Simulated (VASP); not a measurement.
# BN (Qingsongite) in VASP: settings compared, part 2 of 3

VASP 6.6.1. Earlier steps stand in the parts before.

## Step 4: Single point, PBE (epitaxial xy strain +2.8%)

Contents of INCAR:

```
PREC = Accurate
ENCUT = 520
EDIFF = 1E-7
ISMEAR = -1
SIGMA = 0.02
LREAL = False
LASPH = True
NELM = 100
ALGO = Normal
ISIF = 2
LWAVE = False
LCHARG = False
GGA = PE
NBANDS = 11
```

Contents of KPOINTS:

```
Automatic mesh
0
Gamma
  12 12 12
```

Contents of POSCAR:

```
BN
1.0
    0.0000000000      1.8549986768      1.7831354900
    1.8549986768      0.0000000000      1.7831354900
    1.8549986768      1.8549986768      0.0000000000
B N
1 1
Direct
    0.0000000000      0.0000000000      0.0000000000
    0.2500000000      0.2500000000      0.2500000000
```

Potentials or basis: VASP PAW PBE potentials, release 64 (B, N).

The run is started by

```sh
$ cat potpaw_PBE.64/B/POTCAR potpaw_PBE.64/N/POTCAR > POTCAR
$ mpirun -np 1 vasp_std > vasp.out
```

OUTCAR:

```text
PREC = Accurate
   ENCUT = 520
   EDIFF = 1E-7
   ISMEAR = -1
   LREAL = False
   LASPH = True
   NELM = 100
   ISIF = 2
   GGA = PE

 ion  position               nearest neighbor table
   1  0.000  0.000  0.000-   2 1.59   2 1.59   2 1.59   2 1.59
   2  0.250  0.250  0.250-   1 1.59   1 1.59   1 1.59   1 1.59

  LATTYP: Found a body centered tetragonal cell.
 ALAT       =     2.6233642869
 C/A-ratio  =     1.3594265188

  Lattice vectors:

 A1 = (   0.0000000000,  -1.8549986768,  -1.7831354900)
 A2 = (   0.0000000000,   1.8549986768,  -1.7831354900)
 A3 = (   1.8549986768,   0.0000000000,   1.7831354900)

Analysis of symmetry for initial positions (statically):
=====================================================================
 Subroutine PRICEL returns:
 Original cell was already a primitive cell.

 Routine SETGRP: Setting up the symmetry group for a
 body centered tetragonal supercell.

 Subroutine GETGRP returns: Found  8 space group operations
 (whereof  8 operations were pure point group operations)
 out of a pool of 16 trial point group operations.

The static configuration has the point symmetry D_2d.

Analysis of symmetry for dynamics (positions and initial velocities):
=====================================================================
 Subroutine PRICEL returns:
 Original cell was already a primitive cell.

 Routine SETGRP: Setting up the symmetry group for a
 body centered tetragonal supercell.

 Subroutine GETGRP returns: Found  8 space group operations
 (whereof  8 operations were pure point group operations)
 out of a pool of 16 trial point group operations.

The dynamic configuration has the point symmetry D_2d.

 Subroutine INISYM returns: Found  8 space group operations
 (whereof  8 operations are pure point group operations),
 and found     1 'primitive' translations

----------------------------------------------------------------------------------------

                                     Primitive cell

  volume of cell :      12.2716

  direct lattice vectors                    reciprocal lattice vectors
     0.000000000  1.854998677  1.783135490    -0.269541971  0.269541971  0.280404940
     1.854998677  0.000000000  1.783135490     0.269541971 -0.269541971  0.280404940
     1.854998677  1.854998677  0.000000000     0.269541971  0.269541971 -0.280404940

  length of vectors
     2.573051159  2.573051159  2.623364287     0.473215256  0.473215256  0.473215256

  position of ions in fractional coordinates (direct lattice)
     0.000000000  0.000000000  0.000000000
     0.250000000  0.250000000  0.250000000

  ion indices of the primitive-cell ions
   primitive index   ion index
                 1           1
                 2           2

----------------------------------------------------------------------------------------

 KPOINTS: Automatic mesh

Automatic generation of k-mesh.
 Grid dimensions read from file:
 generate k-points for:   12   12   12

 Generating k-lattice:

  Cartesian coordinates                     Fractional coordinates (reciprocal lattice)
    -0.022461831  0.022461831  0.023367078     0.083333333  0.000000000  0.000000000
     0.022461831 -0.022461831  0.023367078     0.000000000  0.083333333  0.000000000
     0.022461831  0.022461831 -0.023367078     0.000000000  0.000000000  0.083333333

  Length of vectors
     0.039434605  0.039434605  0.039434605

  Shift w.r.t. Gamma in fractional coordinates (k-lattice)
     0.000000000  0.000000000  0.000000000

 Subroutine IBZKPT returns following result:
 ===========================================

 Found    163 irreducible k-points:

 Following reciprocal coordinates:
            Coordinates               Weight
  0.000000  0.000000  0.000000      1.000000
  0.083333  0.000000  0.000000      8.000000
  0.166667  0.000000  0.000000      8.000000
  0.250000  0.000000  0.000000      8.000000
  0.333333  0.000000  0.000000      8.000000
  0.416667  0.000000  0.000000      8.000000
[... 16 lines left out ...]
  0.500000  0.166667  0.000000      8.000000
 -0.416667  0.166667  0.000000      8.000000
 [... further k-points ...]
   k-points           NKPTS =    163   k-points in BZ     NKDIM =    163   number of bands    NBANDS=     11
   number of dos      NEDOS =    301   number of ions     NIONS =      2
   total plane-waves  NPLWV =   8000
   dimension x,y,z NGX =    20 NGY =   20 NGZ =   20
   dimension x,y,z NGXF=    40 NGYF=   40 NGZF=   40
   ions per type =               1   1
   NGX,Y,Z   is equivalent  to a cutoff of  12.92, 12.92, 12.67 a.u.
   NGXF,Y,Z  is equivalent  to a cutoff of  25.84, 25.84, 25.35 a.u.
 SYSTEM =  unknown system
   PREC   = accura    normal or accurate (medium, high low for compatibility)
   ISTART =      0    job   : 0-new  1-cont  2-samecut
   ICHARG =      2    charge: 1-file 2-atom 10-const
   ISPIN  =      1    spin polarized calculation?
   LNONCOLLINEAR =      F non collinear calculations
   LSORBIT =      F    spin-orbit coupling
   LASPH  =      T    aspherical Exc in radial PAW
   ENCUT  =  520.0 eV  38.22 Ry    6.18 a.u.   4.78  4.78  4.88*2*pi/ulx,y,z
   NELM   =    100;   NELMIN=  2; NELMDL= -5     # of ELM steps
   EDIFF  = 0.1E-06   stopping-criterion for ELM
   LREAL  =      F    real-space projection
   EDIFFG = 0.1E-05   stopping-criterion for IOM
   NSW    =      0    number of steps for IOM
   IBRION =     -1    ionic relax: 0-MD 1-quasi-New 2-CG
   NFREE  =      0    steps in history (QN), initial steepest desc. (CG)
   ISIF   =      2    stress and relaxation
   ISYM   =      2    0-nonsym 1-usesym 2-fastsym
   POTIM  = 0.5000    time-step for ionic-motion
   TEBEG  =    0.0;   TEEND  =   0.0 temperature during run
   PSTRESS=    0.0 pullay stress
   NELECT =       8.0000    total number of electrons
   NUPDOWN=      -1.0000    fix difference up-down
   EMIN   =  10.00;   EMAX   =-10.00  energy-range for DOS
   EFERMI =   0.00;   METHOD = LEGACY
   ISMEAR =    -1;   SIGMA  =   0.02  broadening in eV -4-tet -1-fermi 0-gaus
   EFERMI_NEDOS =   21; number of points for ismear=-14 and -15
   IALGO  =     38    algorithm
   IMIX   =      4    mixing-type and parameters
     AMIX     =   0.40;   BMIX     =  1.00
     AMIX_MAG =   1.60;   BMIX_MAG =  1.00
  volume/ion in A,a.u.               =       6.14        41.41
  Fermi-wavevector in a.u.,A,eV,Ry     =   1.419507  2.682480 27.415754  2.015001
  Thomas-Fermi vector in A             =   2.540521
   LORBIT       =      0    0 simple, 1 ext, 2 COOP (PROOUT), +10 PAW based schemes
   GGA     = PE    functional components
   LHFCALC =     F    Hartree Fock is set to
   AEXX    =    0.0000 exact exchange contribution
   IVDW    =     0    specifies the selected vdW correction
   LEPSILON=     F    determine dielectric tensor
   LRPA    =     F    only Hartree local field effects (RPA)
 non-spin polarized calculation
  energy-cutoff  :      520.00
  volume of cell :       12.27
 maximum number of plane-waves:       342
   NGX =  9   NGY =  9   NGZ =  9

 number of electron       8.0000001 magnetization

 Free energy of the ion-electron system (eV)
  ---------------------------------------------------
  ext. energy  EPLUGINS =         0.00000000
  ---------------------------------------------------
  free energy    TOTEN  =       -17.41682710 eV

  energy without entropy =      -17.41682710  energy(sigma->0) =      -17.41682710

 E-fermi :   7.6872     XC(G=0): -12.6358

 val. band max:        7.1789785571   @ k =   0.0000   0.0000   0.0000
 cond. band min:      10.9392219433   @ k =   0.5000   0.5000   0.0000
 fundamental gap:      3.7602433862
 Fermi energy:         7.6871558834

 k-point     1 :       0.0000    0.0000    0.0000
  band No.  band energies     occupation
      1     -12.8598      2.00000
      2       6.8225      2.00000
      3       6.8225      2.00000
      4       7.1790      2.00000
      5      15.4075      0.00000
      6      15.6846      0.00000
      7      15.6846      0.00000
      8      16.6640      0.00000
      9      30.9905      0.00000
     10      33.2721      0.00000
     11      34.1983      0.00000
[... 309 lines left out ...]
 k-point    24 :      -0.4167    0.1667    0.0000
  band No.  band energies     occupation
      1      -8.4752      2.00000
      2      -2.6766      2.00000
      3       3.2725      2.00000
      4       4.1609      2.00000
      5      15.5772      0.00000
      6      18.7895      0.00000
      7      18.9829      0.00000
      8      22.1554      0.00000
      9      27.2675      0.00000
     10      31.7792      0.00000
     11      32.8627      0.00000

 [... further k-points ...]
[... 5 lines left out ...]
  --------------------------------------------------------------------------------------
  -------------------------------------------------------------------------------------
  Total       -1.3711327     -1.3711327      0.3275529      0.0000000     -0.0000000      0.0000000
  in kB     -179.0146350   -179.0146350     42.7652027      0.0000000     -0.0000000      0.0000000
  external PRESSURE =    -105.0880224 kB  Pullay stress =       0.0000000 kB

 VOLUME and BASIS-vectors are now :
 -----------------------------------------------------------------------------
  energy-cutoff  :      520.00
  volume of cell :       12.27
      direct lattice vectors                 reciprocal lattice vectors
     0.000000000  1.854998677  1.783135490    -0.269541971  0.269541971  0.280404940
     1.854998677  0.000000000  1.783135490     0.269541971 -0.269541971  0.280404940
     1.854998677  1.854998677  0.000000000     0.269541971  0.269541971 -0.280404940

 POSITION                                       TOTAL-FORCE (eV/Angst)
 -----------------------------------------------------------------------------------
      0.00000      0.00000      0.00000        -0.000000     -0.000000      0.000000
      0.92750      0.92750      0.89157         0.000000      0.000000     -0.000000
 -----------------------------------------------------------------------------------
    total drift:                                0.000001      0.000001     -0.000002

  FREE ENERGIE OF THE ION-ELECTRON SYSTEM (eV)
  ---------------------------------------------------
  free  energy   TOTEN  =       -17.4168270963 eV

  energy  without entropy=      -17.4168270963  energy(sigma->0) =      -17.41682710
```

OSZICAR:

```text
N       E                     dE             d eps       ncg     rms          rms(c)
DAV:   1     0.982217927423E+01    0.98222E+01   -0.49598E+03  3749   0.718E+02
DAV:   2    -0.178059451266E+02   -0.27628E+02   -0.26616E+02  4323   0.162E+02
DAV:   3    -0.183243283995E+02   -0.51838E+00   -0.51742E+00  4216   0.190E+01
DAV:   4    -0.183249783678E+02   -0.64997E-03   -0.64996E-03  3870   0.750E-01
DAV:   5    -0.183249789949E+02   -0.62711E-06   -0.62709E-06  4123   0.228E-02    0.649E+00
DAV:   6    -0.174895330240E+02    0.83545E+00   -0.30126E+00  3781   0.982E+00    0.313E+00
DAV:   7    -0.174296700777E+02    0.59863E-01   -0.88409E-02  3970   0.250E+00    0.187E+00
DAV:   8    -0.174165909113E+02    0.13079E-01   -0.33777E-02  3933   0.132E+00    0.172E-01
DAV:   9    -0.174167293898E+02   -0.13848E-03   -0.10465E-03  3778   0.256E-01    0.799E-02
DAV:  10    -0.174168214207E+02   -0.92031E-04   -0.12779E-04  3881   0.967E-02    0.146E-02
DAV:  11    -0.174168270831E+02   -0.56624E-05   -0.10292E-05  4114   0.261E-02    0.106E-02
DAV:  12    -0.174168271043E+02   -0.21265E-07   -0.17451E-06  3952   0.893E-03    0.636E-04
DAV:  13    -0.174168270963E+02    0.80115E-08   -0.23674E-08  1982   0.152E-03
   1 F= -.17416827E+02 E0= -.17416827E+02  d E =-.564079E-14
```

stdout:

```text
POSCAR found type information on POSCAR B N
 POSCAR found :  2 types and       2 ions
 scaLAPACK will be used
 LDA part: xc-table for (Slater+PW92), standard interpolation
 POSCAR, INCAR and KPOINTS ok, starting setup
 FFT: planning ... GRIDC
 FFT: planning ... GRID_SOFT
 FFT: planning ... GRID
 WAVECAR not read
 entering main loop
```

Run time: 12 s. Hardware: 1 thread of Intel Xeon Platinum 8488C (Sapphire Rapids), shared host; peak memory 0.13 GiB.

What came out:

```yaml
Free_energy: -17.4168 eV
Pressure: -10.5 GPa
Band_gap_on_the_k_mesh: 3.76 eV, indirect (least direct gap 8.23 eV)
```

Stress tensor (GPa, compression positive):
```
-17.90   0.00   0.00
  0.00 -17.90   0.00
  0.00   0.00   4.28
```

Caveat: the cell differs from its parent crystal (epitaxial xy strain +2.8%). A k mesh can miss the band edges.

(Continued in part 3 of 3.)
